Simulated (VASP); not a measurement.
# SiSn2 (R-3m) in VASP: relaxation of cell and atoms with PBE

Aim: the relaxation of cell and atoms of SiSn2 with PBE.

All numbers are computed with VASP 6.6.1; they aren't measurements. Logs are shortened: lines on timing, memory, paths and dates and some standing lists are left out, and cuts for length are marked.

## (1) The cell of the first run

Symmetry: R-3m, No. 166, trigonal system. The conventional cell has a = 5.419 Å, b = 5.419 Å, c = 8.592 Å, α = 90.00°, β = 90.00°, γ = 120.00°. Si (site symmetry -3m) has 8 Sn at 2.71 to 3.13 Å within 3.6 Å. Sn (site symmetry 3m) has 4 Si at 2.71 to 3.13 Å and 4 Sn at 3.14 to 3.17 Å within 3.6 Å.

The cell was built from a structure type or drawn by symmetry, and may not be a known phase.

## (2) Relaxation of cell and atoms, PBE

Contents of INCAR:

```
SYSTEM = SiSn2
PREC = Accurate
ENCUT = 600
EDIFF = 1E-7
ISMEAR = 0
SIGMA = 0.1
LREAL = .FALSE.
LASPH = .TRUE.
NELM = 100
ALGO = Fast
ISIF = 3
LWAVE = .FALSE.
LCHARG = .FALSE.
GGA = PE
IBRION = 2
NSW = 100
EDIFFG = -0.01
```

Contents of KPOINTS:

```
regular mesh
0
G
  12 12 12
  0 0 0
```

Contents of POSCAR:

```
SiSn2
1.0
    2.7096670528      1.5644270023      2.8641317844
   -2.7096670528      1.5644270023      2.8641317844
    0.0000000000     -3.1288540047      2.8641317844
Si Sn
1 2
Direct
    0.0000000000      0.0000000000      0.0000000000
    0.3155642270      0.3155642270      0.3155642270
    0.6844357730      0.6844357730      0.6844357730
```

Potentials or basis: VASP PAW PBE potentials, release 64 (Si, Sn_d).

Started as:

```sh
cat potpaw_PBE.64/Si/POTCAR potpaw_PBE.64/Sn_d/POTCAR > POTCAR
mpirun -np 1 vasp_std > vasp.out
```

OUTCAR:

```text
SYSTEM = SiSn2
   PREC = Accurate
   ENCUT = 600
   EDIFF = 1E-7
   ISMEAR = 0
   LREAL = .FALSE.
   LASPH = .TRUE.
   NELM = 100
   ISIF = 3
   GGA = PE
   IBRION = 2
   NSW = 100
   EDIFFG = -0.01

 ion  position               nearest neighbor table
   1  0.000  0.000  0.000-   2 2.71   3 2.71   3 3.13   2 3.13   3 3.13   3 3.13   2 3.13   2 3.13

   2  0.316  0.316  0.316-   1 2.71   1 3.13   1 3.13   1 3.13   3 3.14   3 3.14   3 3.14   3 3.17

   3  0.684  0.684  0.684-   1 2.71   1 3.13   1 3.13   1 3.13   2 3.14   2 3.14   2 3.14   2 3.17

  LATTYP: Found a trigonal (rhomboedric) cell.
 ALAT       =     4.2418130865
 COS(alpha) =     0.1838710156

  Lattice vectors:

 A1 = (   2.7096670528,   1.5644270023,   2.8641317844)
 A2 = (  -2.7096670528,   1.5644270023,   2.8641317844)
 A3 = (   0.0000000000,  -3.1288540047,   2.8641317844)

Analysis of symmetry for initial positions (statically):
=====================================================================
 Subroutine PRICEL returns:
 Original cell was already a primitive cell.

 Routine SETGRP: Setting up the symmetry group for a
 trigonal (rhombohedral) supercell.

 Subroutine GETGRP returns: Found 12 space group operations
 (whereof 12 operations were pure point group operations)
 out of a pool of 12 trial point group operations.

The static configuration has the point symmetry D_3d.

Analysis of symmetry for dynamics (positions and initial velocities):
=====================================================================
 Subroutine PRICEL returns:
 Original cell was already a primitive cell.

 Routine SETGRP: Setting up the symmetry group for a
 trigonal (rhombohedral) supercell.

 Subroutine GETGRP returns: Found 12 space group operations
 (whereof 12 operations were pure point group operations)
 out of a pool of 12 trial point group operations.

The dynamic configuration has the point symmetry D_3d.

 Subroutine INISYM returns: Found 12 space group operations
 (whereof 12 operations are pure point group operations),
 and found     1 'primitive' translations

----------------------------------------------------------------------------------------

                                     Primitive cell

  volume of cell :      72.8476

  direct lattice vectors                    reciprocal lattice vectors
     2.709667053  1.564427002  2.864131784     0.184524515  0.106535279  0.116381982
    -2.709667053  1.564427002  2.864131784    -0.184524515  0.106535279  0.116381982
     0.000000000 -3.128854005  2.864131784     0.000000000 -0.213070557  0.116381982

  length of vectors
     4.241813087  4.241813087  4.241813087     0.242783500  0.242783500  0.242783500

  position of ions in fractional coordinates (direct lattice)
     0.000000000  0.000000000  0.000000000
     0.315564227  0.315564227  0.315564227
     0.684435773  0.684435773  0.684435773

  ion indices of the primitive-cell ions
   primitive index   ion index
                 1           1
                 2           2
                 3           3

----------------------------------------------------------------------------------------

 KPOINTS: regular mesh

Automatic generation of k-mesh.
 Grid dimensions read from file:
 generate k-points for:   12   12   12

 Generating k-lattice:

  Cartesian coordinates                     Fractional coordinates (reciprocal lattice)
     0.015377043  0.008877940  0.009698498     0.083333333  0.000000000 -0.000000000
    -0.015377043  0.008877940  0.009698498     0.000000000  0.083333333 -0.000000000
     0.000000000 -0.017755880  0.009698498     0.000000000  0.000000000  0.083333333

  Length of vectors
     0.020231958  0.020231958  0.020231958

  Shift w.r.t. Gamma in fractional coordinates (k-lattice)
     0.000000000  0.000000000  0.000000000

 Subroutine IBZKPT returns following result:
 ===========================================

 Found    189 irreducible k-points:

 Following reciprocal coordinates:
            Coordinates               Weight
  0.000000  0.000000  0.000000      1.000000
  0.083333 -0.000000  0.000000      6.000000
  0.166667  0.000000 -0.000000      6.000000
  0.250000 -0.000000 -0.000000      6.000000
  0.333333  0.000000 -0.000000      6.000000
  0.416667  0.000000 -0.000000      6.000000
[... 16 lines left out ...]
  0.500000  0.166667 -0.000000     12.000000
 -0.416667  0.166667 -0.000000     12.000000
 [... further k-points ...]
   k-points           NKPTS =    189   k-points in BZ     NKDIM =    189   number of bands    NBANDS=     20
   number of dos      NEDOS =    301   number of ions     NIONS =      3
   total plane-waves  NPLWV =  46656
   dimension x,y,z NGX =    36 NGY =   36 NGZ =   36
   dimension x,y,z NGXF=    72 NGYF=   72 NGZF=   72
   ions per type =               1   2
   NGX,Y,Z   is equivalent  to a cutoff of  14.11, 14.11, 14.11 a.u.
   NGXF,Y,Z  is equivalent  to a cutoff of  28.22, 28.22, 28.22 a.u.
 SYSTEM =  SiSn2
   PREC   = accura    normal or accurate (medium, high low for compatibility)
   ISTART =      0    job   : 0-new  1-cont  2-samecut
   ICHARG =      2    charge: 1-file 2-atom 10-const
   ISPIN  =      1    spin polarized calculation?
   LNONCOLLINEAR =      F non collinear calculations
   LSORBIT =      F    spin-orbit coupling
   LASPH  =      T    aspherical Exc in radial PAW
   ENCUT  =  600.0 eV  44.10 Ry    6.64 a.u.   8.47  8.47  8.47*2*pi/ulx,y,z
   NELM   =    100;   NELMIN=  2; NELMDL= -5     # of ELM steps
   EDIFF  = 0.1E-06   stopping-criterion for ELM
   LREAL  =      F    real-space projection
   EDIFFG = -.1E-01   stopping-criterion for IOM
   NSW    =    100    number of steps for IOM
   IBRION =      2    ionic relax: 0-MD 1-quasi-New 2-CG
   NFREE  =      1    steps in history (QN), initial steepest desc. (CG)
   ISIF   =      3    stress and relaxation
   ISYM   =      2    0-nonsym 1-usesym 2-fastsym
   POTIM  = 0.5000    time-step for ionic-motion
   TEBEG  =    0.0;   TEEND  =   0.0 temperature during run
   PSTRESS=    0.0 pullay stress
   NELECT =      32.0000    total number of electrons
   NUPDOWN=      -1.0000    fix difference up-down
   EMIN   =  10.00;   EMAX   =-10.00  energy-range for DOS
   EFERMI =   0.00;   METHOD = LEGACY
   ISMEAR =     0;   SIGMA  =   0.10  broadening in eV -4-tet -1-fermi 0-gaus
   EFERMI_NEDOS =   21; number of points for ismear=-14 and -15
   IALGO  =     68    algorithm
   IMIX   =      4    mixing-type and parameters
     AMIX     =   0.40;   BMIX     =  1.00
     AMIX_MAG =   1.60;   BMIX_MAG =  1.00
  volume/ion in A,a.u.               =      24.28       163.87
  Fermi-wavevector in a.u.,A,eV,Ry     =   1.244475  2.351718 21.071603  1.548719
  Thomas-Fermi vector in A             =   2.378740
   LORBIT       =      0    0 simple, 1 ext, 2 COOP (PROOUT), +10 PAW based schemes
   GGA     = PE    functional components
   LHFCALC =     F    Hartree Fock is set to
   AEXX    =    0.0000 exact exchange contribution
   IVDW    =     0    specifies the selected vdW correction
   LEPSILON=     F    determine dielectric tensor
   LRPA    =     F    only Hartree local field effects (RPA)
 conjugate gradient relaxation of ions
 non-spin polarized calculation
 RMM-DIIS sequential band-by-band and
 Gauss-broadening in eV      SIGMA  =   0.10
  energy-cutoff  :      600.00
  volume of cell :       72.85
 maximum number of plane-waves:      2453
 NGX is ok and might be reduce to    36
   NGX = 17   NGY = 17   NGZ = 17

--------------------------------------- Ionic step        1  -------------------------------------------

 number of electron      32.0000003 magnetization

 Free energy of the ion-electron system (eV)
  ---------------------------------------------------
  ext. energy  EPLUGINS =         0.00000000
  ---------------------------------------------------
  free energy    TOTEN  =       -12.30040977 eV

  energy without entropy =      -12.29443243  energy(sigma->0) =      -12.29742110

------------------------ aborting loop because EDIFF is reached ----------------------------------------

  FORCE on cell =-STRESS in cart. coord.  units (eV):
  Direction    XX          YY          ZZ          XY          YZ          ZX
  --------------------------------------------------------------------------------------
  -------------------------------------------------------------------------------------
  Total       -0.5451214     -0.5451214      0.6641393     -0.0000000     -0.0000000     -0.0000000
  in kB      -11.9891487    -11.9891487     14.6067736     -0.0000000     -0.0000000     -0.0000000
  external PRESSURE =      -3.1238413 kB  Pullay stress =       0.0000000 kB
[... 133 lines left out ...]
  energy  without entropy=      -12.3015916519  energy(sigma->0) =      -12.30527070

--------------------------------------- Ionic step        5  -------------------------------------------

 number of electron      32.0000008 magnetization

 Free energy of the ion-electron system (eV)
  ---------------------------------------------------
  ext. energy  EPLUGINS =         0.00000000
  ---------------------------------------------------
  free energy    TOTEN  =       -12.30909563 eV

  energy without entropy =      -12.30179081  energy(sigma->0) =      -12.30544322

 E-fermi :   7.8972     XC(G=0): -10.3055

 val. band max:        7.8855467265   @ k =  -0.0833   0.0833   0.0000
 cond. band min:       7.9015911861   @ k =   0.5000   0.2500  -0.0000
 fundamental gap:      0.0160444597
 Fermi energy:         7.8971880486

 k-point     1 :       0.0000    0.0000    0.0000
  band No.  band energies     occupation
      1     -13.7172      2.00000
      2     -13.6690      2.00000
      3     -13.6690      2.00000
      4     -13.6536      2.00000
      5     -13.6536      2.00000
      6     -13.5624      2.00000
[... 12 lines left out ...]
     19      10.4039      0.00000
[... 513 lines left out ...]
      4     -13.6512      2.00000
      5     -13.5950      2.00000
      6     -13.5727      2.00000
[... 12 lines left out ...]
     19      11.0275      0.00000
     20      11.4777      0.00000

 [... further k-points ...]

------------------------ aborting loop because EDIFF is reached ----------------------------------------

  FORCE on cell =-STRESS in cart. coord.  units (eV):
  Direction    XX          YY          ZZ          XY          YZ          ZX
  --------------------------------------------------------------------------------------
  -------------------------------------------------------------------------------------
  Total        0.0003925      0.0003925     -0.0083129      0.0000000      0.0000000      0.0000000
  in kB        0.0086974      0.0086974     -0.1842243      0.0000000      0.0000000      0.0000000
  external PRESSURE =      -0.0556098 kB  Pullay stress =       0.0000000 kB
[... 18 lines left out ...]
  FREE ENERGIE OF THE ION-ELECTRON SYSTEM (eV)
  ---------------------------------------------------
  free  energy   TOTEN  =       -12.3090956314 eV

  energy  without entropy=      -12.3017908062  energy(sigma->0) =      -12.30544322

 reached required accuracy - stopping structural energy minimisation
```

Run time: 29 min. Hardware: 1 thread of Intel Xeon Platinum 8259CL at 2.50GHz (Skylake/Cascade Lake), shared host; peak memory 0.44 GiB.

Results:

* Free energy: -12.3091 eV
* Relaxed volume: 24.10 Å³/atom
* Relaxed cell: a = 4.241 Å, b = 4.241 Å, c = 4.241 Å, α = 78.64°, β = 78.64°, γ = 78.64°
* Space group after relaxing (to 0.1 Å): R-3m (No. 166)
* Energy gained by relaxing: 2.9 meV/atom
* Ionic steps: 5
* Pressure after relaxing: 0.0 GPa
* Largest force after relaxing: 0.008 eV/Å
* Band gap on the k mesh: zero (bands 16 and 17 overlap by 4.01 eV)

Forces on the atoms (eV/Å):
```
Si   0.000  0.000  0.000
Sn   0.000  0.000  0.008
Sn   0.000  0.000 -0.008
```

Step by step:
| step | energy change (eV) | largest force (eV/Å) | pressure (GPa) | volume (Å³) |
| --- | --- | --- | --- | --- |
| 1 | 0.0000 | 0.1090 | -0.31 | 72.85 |
| 2 | -0.0085 | 0.0261 | 0.01 | 72.34 |
| 3 | -0.0085 | 0.0294 | -0.01 | 72.36 |
| 4 | -0.0085 | 0.0227 | -0.03 | 72.34 |
| 5 | -0.0087 | 0.0076 | -0.01 | 72.30 |

Final structure:
```yaml
crystal:
  lattice:
    - [2.68698, 1.55133, 2.89064]
    - [-2.68698, 1.55133, 2.89064]
    - [0.00000, -3.10266, 2.89064]
  atoms:
    - { symbol: Si, position: [0.00000, 0.00000, 0.00000] }
    - { symbol: Sn, position: [0.31681, 0.31681, 0.31681] }
    - { symbol: Sn, position: [0.68319, 0.68319, 0.68319] }
```

Levels at points of the mesh, in eV from the Fermi level:
| k point | band 14 | band 15 | band 16 | band 17 | band 18 | band 19 |
| --- | --- | --- | --- | --- | --- | --- |
| (0.00, 0.00, 0.00) | -1.51 | -1.51 | -1.27 | -1.27 | 1.54 | 2.51 |
| (0.50, 0.00, 0.00) | -2.20 | -1.97 | 0.71 | 0.78 | 2.12 | 2.30 |
| (0.50, 0.50, 0.00) | -4.99 | -1.59 | -0.71 | 2.14 | 2.15 | 3.75 |
| (0.50, 0.50, 0.50) | -4.50 | -2.79 | -2.79 | -2.46 | -2.46 | 6.30 |

Caveat: spin-orbit coupling is left out, which moves the levels of the heavy elements.
